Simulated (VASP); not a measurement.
# ZnS (F-43m) in VASP: a series of runs, part 2 of 2

VASP 6.6.1.

## Step 3: Vibrations by perturbation theory, PBEsol

This run uses another cell than the first one, of 19.21 Å³/atom, 0.983 times its volume.

The input, INCAR:

```
  ALGO = Normal
  EDIFF = 1E-8
  ENCUT = 520
  GGA = PS
  IBRION = 8
  ISIF = 2
  ISMEAR = 0
  LASPH = True
  LCHARG = True
  LEPSILON = True
  LREAL = False
  LWAVE = False
  NBANDS = 16
  NELM = 60
  NSW = 1
  PREC = Accurate
  SIGMA = 0.01
```

The input, KPOINTS:

```
k-points
0
Gamma
  8 8 8
```

The input, POSCAR:

```
ZnS
1.0
    0.0000000000      2.6783249032      2.6783249032
    2.6783249032      0.0000000000      2.6783249032
    2.6783249032      2.6783249032      0.0000000000
Zn S
1 1
Direct
    0.0000000000      0.0000000000      0.0000000000
    0.2500000000      0.2500000000      0.2500000000
```

Potentials or basis: VASP PAW PBE potentials, release 64 (Zn, S).

The run is started by

```
> cat potpaw_PBE.64/Zn/POTCAR potpaw_PBE.64/S/POTCAR > POTCAR
> mpirun -np 1 vasp_std > vasp.out
```

OUTCAR:

```text
EDIFF = 1E-8
   ENCUT = 520
   GGA = PS
   IBRION = 8
   ISIF = 2
   ISMEAR = 0
   LASPH = True
   LEPSILON = True
   LREAL = False
   NELM = 60
   NSW = 1
   PREC = Accurate

 ion  position               nearest neighbor table
   1  0.000  0.000  0.000-   2 2.32   2 2.32   2 2.32   2 2.32
   2  0.250  0.250  0.250-   1 2.32   1 2.32   1 2.32   1 2.32

  LATTYP: Found a face centered cubic cell.
 ALAT       =     5.3566498064

[... 783 lines left out ...]
      1.339162  1.339162  1.339162     0.818371    0.000000    0.000000
[... 21 lines left out ...]
   6 f/i=    0.011043 THz     0.069384 2PiTHz    0.368348 cm-1     0.045669 meV
             X         Y         Z           dx          dy          dz
      0.000000  0.000000  0.000000     0.000000    0.000000    0.818371
      1.339162  1.339162  1.339162     0.000000    0.000000    0.574690

--------------------------------------------------------------------------------------------------------

 MACROSCOPIC STATIC DIELECTRIC TENSOR IONIC CONTRIBUTION
 ------------------------------------------------------
           2.956486     0.000000    -0.000000
           0.000000     2.956486     0.000000
          -0.000000     0.000000     2.956486
 ------------------------------------------------------

 ELASTIC MODULI CONTR FROM IONIC RELAXATION (kBar)
 Direction    XX          YY          ZZ          XY          YZ          ZX
 --------------------------------------------------------------------------------
 XX          -0.0000     -0.0000     -0.0000     -0.0000      0.0000     -0.0000
 YY          -0.0000     -0.0000     -0.0000     -0.0000     -0.0000      0.0000
 ZZ          -0.0000     -0.0000     -0.0000      0.0000     -0.0000     -0.0000
 XY          -0.0000     -0.0000      0.0000   -239.2971      0.0000      0.0000
 YZ           0.0000     -0.0000     -0.0000      0.0000   -239.2971      0.0000
 ZX          -0.0000      0.0000     -0.0000      0.0000      0.0000   -239.2971
 --------------------------------------------------------------------------------

 PIEZOELECTRIC TENSOR IONIC CONTR  for field in x, y, z        (C/m^2)
          XX          YY          ZZ          XY          YZ          ZX
  --------------------------------------------------------------------------------
  x    -0.00000     0.00000     0.00000    -0.00000     0.79146     0.00000
  y     0.00000     0.00000     0.00000     0.00000     0.00000     0.79146
  z     0.00000     0.00000    -0.00000     0.79146    -0.00000     0.00000
```

stdout:

```text
POSCAR found type information on POSCAR ZnS
 POSCAR found :  2 types and       2 ions
 scaLAPACK will be used
 -----------------------------------------------------------------------------
|                                                                             |
|                                                                             |
[... 39 lines left out ...]
 first order change of Fermi-energy  -0.50442E-02
 force on displaced ion       1 direction 1 :  -6.211   0.000   0.000
 Born effective charge ion    1 direction 1 :   1.963   0.000   0.000
 Linear response progress:
 first order change of Fermi-energy   0.54170E-02
 force on displaced ion       2 direction 1 :  -6.177   0.000   0.000
 Born effective charge ion    2 direction 1 :  -1.981   0.000   0.000
 Born effective charges drift removed
 Linear response finished
```

It took 3.1 min on 1 thread of Intel Xeon 6975P-C (Granite Rapids), shared host; peak memory 0.27 GiB.

What came out:

* Electronic dielectric tensor (diagonal): 6.17
* Born charges (mean of the diagonal): Zn +1.97; S -1.97 e
* Highest phonon frequency at Γ, LO-TO splitting left out: 280 cm⁻¹

Phonon frequencies in cm⁻¹ (negative: imaginary):
```
              q point        frequencies
(0.000, 0.000, 0.000)  0 0 0 280 280 280
```

Electronic dielectric tensor:
```
6.17 0.00 0.00
0.00 6.17 0.00
0.00 0.00 6.17
```

Born effective charge tensors (e):
atom 1, Zn
```
1.97 0.00 0.00
0.00 1.97 0.00
0.00 0.00 1.97
```
atom 2, S
```
-1.97  0.00  0.00
 0.00 -1.97  0.00
 0.00  0.00 -1.97
```

Caveat: the PAW data sets were made with another functional, which shifts forces and pressure a little.

## Step 4: Dielectric tensor, r2SCAN

The input, INCAR:

```
ALGO     = Normal         # electronic algorithm
EDIFF    = 1E-8           # SCF threshold, eV
ENCUT    = 520            # plane-wave cutoff, eV
ISIF     = 2              # what is computed and relaxed
ISMEAR   = 0              # smearing method
LASPH    = True           # aspherical terms in the spheres
LCALCEPS = True         
LCHARG   = False          # write CHGCAR
LMIXTAU  = True         
LREAL    = False          # projectors in reciprocal space
LWAVE    = False          # write WAVECAR
METAGGA  = R2SCAN         # meta-GGA
NELM     = 60             # most SCF steps
PREC     = Accurate       # precision mode
SIGMA    = 0.01           # smearing width, eV
```

The input, KPOINTS:

```
k-points
0
Gamma
  6 6 6
```

The input, POSCAR:

```
ZnS
1.0
    0.0000000000      2.6940857896      2.6940857896
    2.6940857896      0.0000000000      2.6940857896
    2.6940857896      2.6940857896      0.0000000000
Zn S
1 1
Direct
    0.0000000000      0.0000000000      0.0000000000
    0.2500000000      0.2500000000      0.2500000000
```

Potentials or basis: VASP PAW PBE potentials, release 64 (Zn, S).

The run is started by

```
> cat potpaw_PBE.64/Zn/POTCAR potpaw_PBE.64/S/POTCAR > POTCAR
> mpirun -np 1 vasp_std > vasp.out
```

OUTCAR:

```text
EDIFF = 1E-8
   ENCUT = 520
   ISIF = 2
   ISMEAR = 0
   LASPH = True
   LREAL = False
   METAGGA = R2SCAN
   NELM = 60
   PREC = Accurate

 ion  position               nearest neighbor table
   1  0.000  0.000  0.000-   2 2.33   2 2.33   2 2.33   2 2.33
   2  0.250  0.250  0.250-   1 2.33   1 2.33   1 2.33   1 2.33

  LATTYP: Found a face centered cubic cell.
 ALAT       =     5.3881715792

  Lattice vectors:

 A1 = (   0.0000000000,   2.6940857896,   2.6940857896)
[... 595 lines left out ...]
 ion    2
    1    -1.98907     0.00000    -0.00000
    2     0.00000    -1.98907     0.00000
    3    -0.00000    -0.00000    -1.98907

  FORCE on cell =-STRESS in cart. coord.  units (eV):
  Direction    XX          YY          ZZ          XY          YZ          ZX
  --------------------------------------------------------------------------------------
  -------------------------------------------------------------------------------------
  Total        0.0216003      0.0216003      0.0216003     -0.0000000      0.0000000     -0.0000000
  in kB        0.8849223      0.8849223      0.8849223     -0.0000000      0.0000000     -0.0000000
  external PRESSURE =       0.8849223 kB  Pullay stress =       0.0000000 kB

 VOLUME and BASIS-vectors are now :
 -----------------------------------------------------------------------------
  energy-cutoff  :      520.00
  volume of cell :       39.11
      direct lattice vectors                 reciprocal lattice vectors
     0.000000000  2.694085790  2.694085790    -0.185591714  0.185591714  0.185591714
     2.694085790  0.000000000  2.694085790     0.185591714 -0.185591714  0.185591714
     2.694085790  2.694085790  0.000000000     0.185591714  0.185591714 -0.185591714

 POSITION                                       TOTAL-FORCE (eV/Angst)
 -----------------------------------------------------------------------------------
      0.00000      0.00000      0.00000         0.000000      0.000000      0.000000
      1.34704      1.34704      1.34704        -0.000000     -0.000000     -0.000000
 -----------------------------------------------------------------------------------
    total drift:                                0.000011      0.000011      0.000011

  FREE ENERGIE OF THE ION-ELECTRON SYSTEM (eV)
  ---------------------------------------------------
  free  energy   TOTEN  =       -18.8639872470 eV

  energy  without entropy=      -18.8639872470  energy(sigma->0) =      -18.86398725
```

OSZICAR:

```text
N       E                     dE             d eps       ncg     rms          rms(c)
DAV:   1     0.774721560233E+02    0.77472E+02   -0.94712E+03   416   0.168E+03
DAV:   2    -0.158316992078E+02   -0.93304E+02   -0.89454E+02   451   0.292E+02
[... 13 lines left out ...]
DMP:   9    -0.188639871270E+02   -0.12488E-06   -0.98775E-07   884   0.206E-06   0.790E-07
DMP:  10    -0.188639871805E+02   -0.53499E-07   -0.50124E-07   884   0.115E-06   0.196E-07
DMP:  11    -0.188639872089E+02   -0.28421E-07   -0.31257E-07   884   0.680E-07   0.196E-07
DMP:  12    -0.188639872284E+02   -0.19458E-07   -0.18915E-07   884   0.364E-07   0.211E-07
DMP:  13    -0.188639872405E+02   -0.12150E-07   -0.10135E-07   884   0.181E-07   0.139E-07
DMP:  14    -0.188639872470E+02   -0.65093E-08   -0.52374E-08   884   0.935E-08   0.720E-08
   1 F= -.18863987E+02 E0= -.18863987E+02  d E =-.164344E-12
```

Wall time 38 min (1 thread of AMD EPYC 7R13 (Zen 3), shared host); peak memory 0.25 GiB.

Results:

- Band gap on the k mesh: 2.72 eV, direct
- Electronic dielectric tensor (diagonal): 5.34
- Born charges (mean of the diagonal): Zn +1.99; S -1.99 e

Electronic dielectric tensor:
```
5.34 0.00 0.00
0.00 5.34 0.00
0.00 0.00 5.34
```

Born effective charge tensors (e):
atom 1, Zn
```
1.99 0.00 0.00
0.00 1.99 0.00
0.00 0.00 1.99
```
atom 2, S
```
-1.99  0.00  0.00
 0.00 -1.99  0.00
 0.00  0.00 -1.99
```

Dipole moments of the cell (e·Å, modulo the quantum): ionic 8.082, 8.082, 8.082; electronic 0.004, 0.004, 0.014

Caveat: the PAW data sets were made with another functional, which shifts forces and pressure a little. r2SCAN opens gaps a little over a GGA but as a rule still falls short of measured ones.

## Step 5: Overview

```csv
task,level,cell,k mesh,gap on the mesh (eV)
dielectric tensor,PBE,"a = 3.810 Å, angles 60.0°, 2 atoms",6 × 6 × 6,2.15
vibrations by perturbation theory,PBEsol,"a = 3.788 Å, angles 60.0°, 2 atoms",8 × 8 × 8,-
dielectric tensor,r2SCAN,"a = 3.810 Å, angles 60.0°, 2 atoms",6 × 6 × 6,2.72
```

Alike in all rows: potentials or basis VASP PAW PBE potentials, release 64 (Zn, S); no spin polarisation; cutoff (eV) 520; smearing gaussian 0.01 eV.

Caveats: the PAW data sets were made with another functional, which shifts forces and pressure a little (some runs).

Absolute energies hang on the potentials; compare differences alone.
